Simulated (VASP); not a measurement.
# SnO (C2/m) in VASP: single point with PBE

Aim: the single point of SnO with PBE.

Program: VASP 6.6.1. These are calculated values, not measurements. Logs are shortened: lines on timing, memory, paths and dates and some standing lists are left out, and cuts for length are marked.

**1. The cell of the first run**

Symmetry: C2/m, No. 12, monoclinic system. Conventional cell: a = 5.297 Å, b = 5.457 Å, c = 4.837 Å, α = 90.00°, β = 92.45°, γ = 90.00°. Within 2.9 Å of Sn (site symmetry m) lie 4 O at 2.19 to 2.25 Å. O (site symmetry 2) has 4 Sn at 2.19 to 2.25 Å and 4 O at 2.65 to 2.73 Å within 2.9 Å.

**2. Single point, PBE (equal xy, yz and zx shear strains of -3 %)**

Input file INCAR:

```
SYSTEM = SnO
ALGO = Normal ; EDIFF = 1E-6
ENCUT = 520 ; GGA = PE
ISIF = 2 ; ISMEAR = -1
LASPH = .TRUE. ; LCHARG = .TRUE.
LELF = .TRUE. ; LREAL = .FALSE.
LVHAR = .TRUE. ; LWAVE = .FALSE.
NBANDS = 28 ; NELM = 80
PREC = Accurate ; SIGMA = 0.01
```

Input file KPOINTS:

```
k-points
0
G
  8 8 6
  0 0 0
```

Input file POSCAR:

```
SnO
1.0
    3.8020000000     -0.0570300000     -0.0570300000
   -0.0570300000      3.8020000000     -0.0570300000
   -0.0725400000     -0.0725400000      4.8360000000
Sn O
2 2
Direct
    0.0000000000      0.5000000000      0.2385000000
    0.5000000000      0.0000000000      0.7615000000
    0.0000000000      0.0000000000      0.0000000000
    0.5000000000      0.5000000000      0.0000000000
```

Potentials or basis: VASP PAW PBE potentials, release 64 (Sn_d, O).

Started as:

```console
$ cat potpaw_PBE.64/Sn_d/POTCAR potpaw_PBE.64/O/POTCAR > POTCAR
$ mpirun -np 1 vasp_std > vasp.out
```

OUTCAR:

```text
SYSTEM = SnO
   EDIFF = 1E-6
   ENCUT = 520
   GGA = PE
   ISIF = 2
   ISMEAR = -1
   LASPH = .TRUE.
   LREAL = .FALSE.
   NELM = 80
   PREC = Accurate

 ion  position               nearest neighbor table
   1  0.000  0.500  0.239-   3 2.19   4 2.19   3 2.25   4 2.25   2 3.44   2 3.57   2 3.57   2 3.58
                             2 3.59   2 3.72   2 3.72   2 3.74
   2  0.500  0.000  0.761-   3 2.19   4 2.19   4 2.25   3 2.25   1 3.44   1 3.57   1 3.57   1 3.58
                             1 3.59   1 3.72   1 3.72   1 3.74
   3  0.000  0.000  0.000-   1 2.19   2 2.19   1 2.25   2 2.25
   4  0.500  0.500  0.000-   1 2.19   2 2.19   2 2.25   1 2.25

  LATTYP: Found a base centered monoclinic cell.
 ALAT       =     5.2974154345
 B/A-ratio  =     1.0302179678
 C/A-ratio  =     1.3250374009
 COS(beta)  =    -0.7252498369

  Lattice vectors:

 A1 = (  -3.8020000000,   0.0570300000,   0.0570300000)
 A2 = (   0.0570300000,  -3.8020000000,   0.0570300000)
 A3 = (   3.6724300000,   3.6724300000,   4.7219400000)

Analysis of symmetry for initial positions (statically):
=====================================================================
 Subroutine PRICEL returns:
 Original cell was already a primitive cell.

 Routine SETGRP: Setting up the symmetry group for a
 base centered monoclinic supercell.

 Subroutine GETGRP returns: Found  4 space group operations
 (whereof  2 operations were pure point group operations)
 out of a pool of  4 trial point group operations.

The static configuration has the point symmetry C_2 .
 The point group associated with its full space group is C_2h.

Analysis of symmetry for dynamics (positions and initial velocities):
=====================================================================
 Subroutine PRICEL returns:
 Original cell was already a primitive cell.

 Routine SETGRP: Setting up the symmetry group for a
 base centered monoclinic supercell.

 Subroutine GETGRP returns: Found  4 space group operations
 (whereof  2 operations were pure point group operations)
 out of a pool of  4 trial point group operations.

The dynamic configuration has the point symmetry C_2 .
 The point group associated with its full space group is C_2h.

 Subroutine INISYM returns: Found  4 space group operations
 (whereof  2 operations are pure point group operations),
 and found     1 'primitive' translations

----------------------------------------------------------------------------------------

                                     Primitive cell

  volume of cell :      69.8577

  direct lattice vectors                    reciprocal lattice vectors
     3.802000000 -0.057030000 -0.057030000     0.263139680  0.004007203  0.004007203
    -0.057030000  3.802000000 -0.057030000     0.004007203  0.263139680  0.004007203
    -0.072540000 -0.072540000  4.836000000     0.003150411  0.003150411  0.206876977

  length of vectors
     3.802855354  3.802855354  4.837087978     0.263200696  0.263200696  0.206924947

  position of ions in fractional coordinates (direct lattice)
     0.000000000  0.500000000  0.238500000
     0.500000000  0.000000000  0.761500000
     0.000000000  0.000000000  0.000000000
     0.500000000  0.500000000  0.000000000

  ion indices of the primitive-cell ions
   primitive index   ion index
                 1           1
                 2           2
                 3           3
                 4           4

----------------------------------------------------------------------------------------

 KPOINTS: k-points

Automatic generation of k-mesh.
 Grid dimensions read from file:
 generate k-points for:    8    8    6

 Generating k-lattice:

  Cartesian coordinates                     Fractional coordinates (reciprocal lattice)
     0.032892460  0.000500900  0.000500900     0.125000000  0.000000000  0.000000000
     0.000500900  0.032892460  0.000500900     0.000000000  0.125000000  0.000000000
     0.000525068  0.000525068  0.034479496     0.000000000  0.000000000  0.166666667

  Length of vectors
     0.032900087  0.032900087  0.034487491

  Shift w.r.t. Gamma in fractional coordinates (k-lattice)
     0.000000000  0.000000000  0.000000000

 Subroutine IBZKPT returns following result:
 ===========================================

 Found    114 irreducible k-points:

 Following reciprocal coordinates:
            Coordinates               Weight
  0.000000  0.000000  0.000000      1.000000
  0.125000 -0.000000  0.000000      4.000000
  0.250000 -0.000000  0.000000      4.000000
  0.375000 -0.000000 -0.000000      4.000000
  0.500000 -0.000000  0.000000      2.000000
  0.125000  0.125000  0.000000      2.000000
[... 16 lines left out ...]
  0.125000  0.000000  0.166667      4.000000
  0.250000 -0.000000  0.166667      4.000000
 [... further k-points ...]
   k-points           NKPTS =    114   k-points in BZ     NKDIM =    114   number of bands    NBANDS=     28
   number of dos      NEDOS =    301   number of ions     NIONS =      4
   total plane-waves  NPLWV =  28224
   dimension x,y,z NGX =    28 NGY =   28 NGZ =   36
   dimension x,y,z NGXF=    56 NGYF=   56 NGZF=   72
   ions per type =               2   2
   NGX,Y,Z   is equivalent  to a cutoff of  12.24, 12.24, 12.37 a.u.
   NGXF,Y,Z  is equivalent  to a cutoff of  24.48, 24.48, 24.75 a.u.
 SYSTEM =  SnO
   PREC   = accura    normal or accurate (medium, high low for compatibility)
   ISTART =      0    job   : 0-new  1-cont  2-samecut
   ICHARG =      2    charge: 1-file 2-atom 10-const
   ISPIN  =      1    spin polarized calculation?
   LNONCOLLINEAR =      F non collinear calculations
   LSORBIT =      F    spin-orbit coupling
   LASPH  =      T    aspherical Exc in radial PAW
   ENCUT  =  520.0 eV  38.22 Ry    6.18 a.u.   7.07  7.07  8.99*2*pi/ulx,y,z
   NELM   =     80;   NELMIN=  2; NELMDL= -5     # of ELM steps
   EDIFF  = 0.1E-05   stopping-criterion for ELM
   LREAL  =      F    real-space projection
   EDIFFG = 0.1E-04   stopping-criterion for IOM
   NSW    =      0    number of steps for IOM
   IBRION =     -1    ionic relax: 0-MD 1-quasi-New 2-CG
   NFREE  =      0    steps in history (QN), initial steepest desc. (CG)
   ISIF   =      2    stress and relaxation
   ISYM   =      2    0-nonsym 1-usesym 2-fastsym
   POTIM  = 0.5000    time-step for ionic-motion
   TEBEG  =    0.0;   TEEND  =   0.0 temperature during run
   PSTRESS=    0.0 pullay stress
   NELECT =      40.0000    total number of electrons
   NUPDOWN=      -1.0000    fix difference up-down
   EMIN   =  10.00;   EMAX   =-10.00  energy-range for DOS
   EFERMI =   0.00;   METHOD = LEGACY
   ISMEAR =    -1;   SIGMA  =   0.01  broadening in eV -4-tet -1-fermi 0-gaus
   EFERMI_NEDOS =   21; number of points for ismear=-14 and -15
   IALGO  =     38    algorithm
   IMIX   =      4    mixing-type and parameters
     AMIX     =   0.40;   BMIX     =  1.00
     AMIX_MAG =   1.60;   BMIX_MAG =  1.00
  volume/ion in A,a.u.               =      17.46       117.86
  Fermi-wavevector in a.u.,A,eV,Ry     =   1.359430  2.568949 25.144230  1.848049
  Thomas-Fermi vector in A             =   2.486178
   LORBIT       =      0    0 simple, 1 ext, 2 COOP (PROOUT), +10 PAW based schemes
   GGA     = PE    functional components
[... 5 lines left out ...]
 non-spin polarized calculation
  energy-cutoff  :      520.00
  volume of cell :       69.86
 maximum number of plane-waves:      1899
   NGX = 15   NGY = 15   NGZ = 17

 number of electron      40.0000002 magnetization

 Free energy of the ion-electron system (eV)
  ---------------------------------------------------
  ext. energy  EPLUGINS =         0.00000000
  ---------------------------------------------------
  free energy    TOTEN  =       -22.62866447 eV

  energy without entropy =      -22.62853562  energy(sigma->0) =      -22.62860004

 E-fermi :   7.2559     XC(G=0): -10.2710

 val. band max:        7.2526833408   @ k =   0.0000   0.0000   0.0000
 cond. band min:       7.3296220404   @ k =   0.5000   0.5000   0.0000
 fundamental gap:      0.0769386996
 Fermi energy:         7.2559200539

 k-point     1 :       0.0000    0.0000    0.0000
  band No.  band energies     occupation
      1     -14.8247      2.00000
      2     -14.4001      2.00000
      3     -14.3803      2.00000
      4     -14.3642      2.00000
      5     -14.3356      2.00000
      6     -14.3282      2.00000
[... 20 lines left out ...]
     27      14.0655      0.00000
     28      14.4487      0.00000

 k-point     2 :       0.1250   -0.0000    0.0000
  band No.  band energies     occupation
      1     -14.8163      2.00000
      2     -14.4017      2.00000
      3     -14.3779      2.00000
      4     -14.3628      2.00000
      5     -14.3388      2.00000
      6     -14.3260      2.00000
[... 20 lines left out ...]
     27      14.2551      0.00000
     28      15.5942      0.00000

 k-point     3 :       0.2500   -0.0000    0.0000
  band No.  band energies     occupation
      1     -14.7930      2.00000
      2     -14.4828      2.00000
      3     -14.3755      2.00000
      4     -14.3583      2.00000
      5     -14.3433      2.00000
      6     -14.3389      2.00000
[... 20 lines left out ...]
     27      14.5328      0.00000
     28      17.5968      0.00000

 k-point     4 :       0.3750   -0.0000   -0.0000
  band No.  band energies     occupation
      1     -14.7554      2.00000
      2     -14.5991      2.00000
      3     -14.3605      2.00000
      4     -14.3487      2.00000
      5     -14.3422      2.00000
      6     -14.3375      2.00000
[... 578 lines left out ...]
     27      14.0410      0.00000
     28      14.7109      0.00000

 k-point    23 :       0.1250    0.0000    0.1667
  band No.  band energies     occupation
      1     -14.8118      2.00000
      2     -14.3904      2.00000
      3     -14.3815      2.00000
      4     -14.3632      2.00000
      5     -14.3367      2.00000
      6     -14.3313      2.00000
[... 20 lines left out ...]
     27      14.3455      0.00000
     28      15.7471      0.00000

 k-point    24 :       0.2500   -0.0000    0.1667
  band No.  band energies     occupation
      1     -14.7900      2.00000
      2     -14.4876      2.00000
      3     -14.3740      2.00000
      4     -14.3580      2.00000
      5     -14.3471      2.00000
      6     -14.3331      2.00000
[... 20 lines left out ...]
     27      14.8178      0.00000
     28      17.5552      0.00000

 [... further k-points ...]

------------------------ aborting loop because EDIFF is reached ----------------------------------------

  FORCE on cell =-STRESS in cart. coord.  units (eV):
  Direction    XX          YY          ZZ          XY          YZ          ZX
  --------------------------------------------------------------------------------------
  -------------------------------------------------------------------------------------
  Total        2.2268578      2.2268578      1.6817906      1.1082100      0.7587913      0.7587890
  in kB       51.0726899     51.0726899     38.5716446     25.4166503     17.4027789     17.4027252
  external PRESSURE =      46.9056748 kB  Pullay stress =       0.0000000 kB

 VOLUME and BASIS-vectors are now :
 -----------------------------------------------------------------------------
  energy-cutoff  :      520.00
  volume of cell :       69.86
      direct lattice vectors                 reciprocal lattice vectors
     3.802000000 -0.057030000 -0.057030000     0.263139680  0.004007203  0.004007203
    -0.057030000  3.802000000 -0.057030000     0.004007203  0.263139680  0.004007203
    -0.072540000 -0.072540000  4.836000000     0.003150411  0.003150411  0.206876977

 POSITION                                       TOTAL-FORCE (eV/Angst)
 -----------------------------------------------------------------------------------
     -0.04582      1.88370      1.12487         0.194173      0.194173      0.472407
      1.84576     -0.08375      3.65410        -0.194173     -0.194173     -0.472407
      0.00000      0.00000      0.00000         0.129062     -0.129062     -0.000000
      1.87248      1.87248     -0.05703        -0.129062      0.129062     -0.000000
 -----------------------------------------------------------------------------------
    total drift:                                0.000000      0.000000      0.000000

  FREE ENERGIE OF THE ION-ELECTRON SYSTEM (eV)
  ---------------------------------------------------
  free  energy   TOTEN  =       -22.6286644687 eV

  energy  without entropy=      -22.6285356185  energy(sigma->0) =      -22.62860004
```

Wall time 3.5 min (1 thread of AMD EPYC 7R43 (Zen 3), shared host); peak memory 0.26 GiB.

Results:

| Property | Result |
| --- | --- |
| Free energy | -22.6287 eV |
| Pressure | 4.7 GPa |
| Largest force | 0.546 eV/Å |
| Band gap on the k mesh | zero (bands 20 and 21 overlap by 0.01 eV) |

Forces in eV/Å, atoms in the order of the input:
```
Sn   0.194  0.194  0.472
Sn  -0.194 -0.194 -0.472
O    0.129 -0.129  0.000
O   -0.129  0.129  0.000
```

Stress tensor (GPa, compression positive):
```
5.11 2.54 1.74
2.54 5.11 1.74
1.74 1.74 3.86
```

Levels at points of the mesh, in eV from the Fermi level:
| k point | band 16 | band 17 | band 18 | band 19 | band 20 | band 21 | band 22 | band 23 | band 24 | band 25 |
| --- | --- | --- | --- | --- | --- | --- | --- | --- | --- | --- |
| (0.00, 0.00, 0.00) | -6.32 | -3.55 | -3.43 | -3.02 | 0.00 | 2.07 | 4.31 | 4.52 | 4.75 | 5.62 |
| (0.50, 0.00, 0.00) | -5.07 | -4.94 | -4.85 | -2.85 | -2.69 | 3.02 | 3.32 | 5.67 | 5.94 | 5.95 |
| (0.50, 0.50, 0.00) | -5.15 | -2.70 | -2.43 | -2.05 | -1.84 | -0.01 | 0.07 | 4.31 | 4.57 | 7.15 |
| (0.00, 0.00, 0.50) | -3.61 | -3.44 | -3.13 | -3.05 | -2.29 | 1.65 | 2.87 | 3.03 | 3.65 | 7.80 |
| (0.50, 0.00, 0.50) | -5.53 | -4.90 | -4.82 | -1.93 | -1.67 | 2.39 | 2.71 | 5.36 | 5.37 | 6.51 |
| (0.50, 0.50, 0.50) | -5.59 | -2.93 | -2.70 | -2.54 | -2.43 | 2.26 | 2.31 | 3.92 | 4.09 | 5.54 |

Caveat: the cell differs from its parent crystal (equal xy, yz and zx shear strains of -3 %); the cell stands under pressure; semilocal functionals underestimate gaps, and a narrow one can read as zero; spin-orbit coupling is left out, which moves the levels of the heavy elements.

The gap in the log of VASP goes by the Fermi energy; the results here count the filled bands.